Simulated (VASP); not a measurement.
Runs of VASP 6.6.1 on MgGe2. The structure is that of space group P4/mmm (No. 123), or close to it. The cells are those of the table. 

```csv
task,cell,k mesh,cutoff (eV),gap on the mesh (eV),pressure (GPa),relaxed volume (Å³/atom)
single point,"a = 3.802, b = 3.802, c = 3.020 Å, 3 atoms",4 × 4 × 6,520,none,43.3,-
single point,"a = 3.852, b = 3.852, c = 4.304 Å, 3 atoms",12 × 12 × 14,520,none,0.0,-
relaxation of cell and atoms,"relaxed from a = 4.322, b = 4.322, c = 3.498 Å, 3 atoms",12 × 12 × 14,600,none,0.0,(a)
relaxation of cell and atoms,"relaxed from a = 3.802, b = 3.802, c = 3.020 Å, 3 atoms",4 × 4 × 6,600,none,-0.1,21.68
single point,"a = 4.322, b = 4.322, c = 3.498 Å, 3 atoms",4 × 4 × 6,520,none,0.0,-
```

Alike in all rows: level PBE; potentials or basis VASP PAW PBE potentials, release 64 (Mg, Ge_d); no spin polarisation; smearing gaussian 0.1 eV.

Q: Estimate the missing entries.

A: (a) 21.26.

Caveats: some runs use coarse meshes; the volume moved by over 15 % at a fixed basis, so the end points are rough (some runs).

A k mesh can miss the band edges, and the runs leave out spin-orbit coupling on Ge.

A gap of «none» marks levels without a gap at the run's occupations.
